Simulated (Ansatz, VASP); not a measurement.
## C: VASP beside Ansatz

File INCAR:

```
SYSTEM = C
PREC = Accurate ; ENCUT = 600
EDIFF = 1E-6 ; ISMEAR = 0
SIGMA = 0.1 ; LREAL = .FALSE.
LASPH = .TRUE. ; NELM = 100
ALGO = Normal ; ISIF = 3
LWAVE = .FALSE. ; LCHARG = .FALSE.
GGA = PE ; IBRION = 2
NSW = 100 ; EDIFFG = -0.01
```

Contents of KPOINTS:

```
regular mesh
0
G
  34 20 12
  0 0 0
```

The input POSCAR:

```
C
1.0
    1.6127608849      0.0000000000      0.0000000000
    0.0000000000      2.7298976851      0.0000000000
    0.0000000000      0.0000000000      4.3692138506
C
2
Direct
    0.0000000000      0.5000000000      0.6216356196
    0.5000000000      0.0000000000      0.3783643804
```

Input for Ansatz:

```yaml
crystal:
  lattice:
    - [1.6127608849, 0.0, 0.0]
    - [0.0, 2.7298976851, 0.0]
    - [0.0, 0.0, 4.3692138506]
  atoms:
    - { symbol: C, position: [0.0, 0.5, 0.6216356196] }
    - { symbol: C, position: [0.5, 0.0, 0.3783643804] }
basis:
  ecutwfc: 420
kpoints:
  mp_grid: { grid: [34, 20, 12] }
hamiltonian:
  xc: pbe
scf:
  occupations: { method: gaussian, width: 0.1 }
output:
  forces: true
  stress: true
  eigenvalues: true
relax:
  adjacent_minimum: "off"
  f_tol: 0.01
  max_steps: 80
  cell: { stress_tol: 0.05 }
```

Alike in both runs: task relaxation of cell and atoms; functional PBE; k mesh 34 × 20 × 12; occupations gaussian, width 0.1 eV; no spin polarisation.

|  | VASP | Ansatz |
| --- | --- | --- |
| version | VASP 6.6.1 | Ansatz 0.2.0 |
| potentials or method | VASP PAW PBE potentials, release 64 (C), cutoff 600 eV | scalar-relativistic, plane waves, PAW |
| valence electrons in the cell | 8 | 8 |

```tsv
	VASP	Ansatz	Ansatz less VASP
gap on the k mesh at the Fermi level, each at its own relaxed structure (eV)	none	none	-
relaxed volume (Å³/atom)	12.66	21.47	+8.813
relaxed cell length with the largest relative difference (Å)	5.668	7.545	+1.8775
```

A gap of «none» marks a metal or a gap that the smearing closes. One of these differences is far larger than is usual between the two programs; its cause wasn't traced.

Noted on VASP's run: the volume moved by over 15 % at a fixed basis, so the end points are rough.
